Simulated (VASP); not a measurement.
The system is Ga2SiS.

```
CELL_PARAMETERS angstrom
3.92384 0.00000 0.00000
0.00000 3.92384 0.00000
0.00000 0.00000 5.50511
ATOMIC_POSITIONS crystal
Ga 0.50000 0.00000 0.00719
Ga 0.00000 0.50000 0.00719
Si 0.00000 0.00000 0.39426
S 0.50000 0.50000 0.22337
```

```yaml
Program: VASP 6.6.1
Task: relaxation of cell and atoms
Functional: PBE
Potentials_or_basis: VASP PAW PBE potentials, release 64 (Ga_d, Si, S)
Cutoff: 600 eV
k_mesh: 4 × 4 × 4
Occupations: gaussian, width 0.1 eV
Spin: no spin polarisation
```

At the start: pressure 12.7 GPa; volume 21.19 Å³/atom.

Where does the relaxation end?

Over 18 steps the energy falls by 595.7 meV/atom and the volume is 18.68 Å³/atom (-11.8 %); space group P4/mmm (No. 123, to 0.05 Å).

Step by step:
| step | energy change (eV) | largest force (eV/Å) | pressure (GPa) | volume (Å³) |
| --- | --- | --- | --- | --- |
| 1 | 0.0000 | 4.9363 | 12.71 | 84.76 |
| 2 | -1.3568 | 0.9769 | -3.69 | 107.02 |
| 3 | -1.3764 | 1.3431 | -2.54 | 103.79 |
| 4 | -1.5767 | 1.1965 | -2.29 | 99.40 |
| 5 | -2.0055 | 0.6792 | -0.70 | 86.94 |
| 6 | -1.7804 | 1.2661 | 11.37 | 65.18 |
| 7 | -2.1114 | 0.4383 | 2.54 | 77.06 |
| 8 | -2.1961 | 0.5624 | -0.94 | 80.02 |
| 9 | -2.1990 | 0.5843 | -1.46 | 80.54 |
| 10 | -2.3003 | 0.5015 | -1.53 | 78.19 |
| 11 | -2.1918 | 0.6623 | 4.35 | 71.43 |
| 12 | -2.3511 | 0.3431 | -0.87 | 76.25 |
| 13 | -2.3609 | 0.2038 | -0.21 | 75.04 |
| 14 | -2.3773 | 0.1397 | 0.33 | 74.21 |
| 15 | -2.3790 | 0.1200 | 0.49 | 73.91 |
| 16 | -2.3801 | 0.0488 | -0.60 | 75.44 |
| 17 | -2.3814 | 0.0784 | -0.16 | 74.79 |
| 18 | -2.3830 | 0.0303 | -0.09 | 74.74 |

Final structure:
```cif
data_structure
_symmetry_space_group_name_H-M 'P 1'
_symmetry_Int_Tables_number 1
_cell_length_a 3.7855
_cell_length_b 3.7855
_cell_length_c 5.2155
_cell_angle_alpha 90.000
_cell_angle_beta 90.000
_cell_angle_gamma 90.000
_cell_volume 74.74
loop_
_atom_site_label
_atom_site_type_symbol
_atom_site_fract_x
_atom_site_fract_y
_atom_site_fract_z
_atom_site_occupancy
Ga1 Ga 0.50000 0.00000 0.90640 1
Ga2 Ga 0.00000 0.50000 0.90640 1
Si1 Si 0.00000 0.00000 0.40866 1
S1 S 0.50000 0.50000 0.41055 1
```

Caveat: the k points lie up to 0.41 Å⁻¹ apart in the final cell.
